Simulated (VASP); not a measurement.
Crystal: CaO.

```
Ca O
1.0
     0.00000    2.60673    2.60673
     2.70839    0.00000    2.60673
     2.70839    2.60673    0.00000
Ca O
1 1
Direct
  0.00000 0.00000 0.00000
  0.25000 0.25000 0.25000
```

This cell differs from its parent crystal: uniaxial x strain +3.9%.

Base run:

* Program: VASP 6.6.1
* Functional: r2SCAN
* Potentials or basis: VASP PAW PBE potentials, release 64 (Ca_sv, O)
* Cutoff: 520 eV
* k mesh: 8 × 8 × 8
* Occupations: gaussian, width 0.01 eV
* Spin: no spin polarisation

Its results: band gap on the k mesh 3.56 eV, indirect (least direct gap 4.14 eV); pressure -2.2 GPa.

The run is repeated on the same cell with these changes: functional from r2SCAN to PBE; occupations from gaussian, width 0.01 eV to fermi-dirac, width 0.02 eV. What comes out?

Band gap on the k mesh 3.15 eV, indirect (least direct gap 3.74 eV); pressure -1.2 GPa.

Caveats: the PAW data sets were made with another functional, which shifts forces and pressure a little (some runs).

A k mesh can miss the band edges.
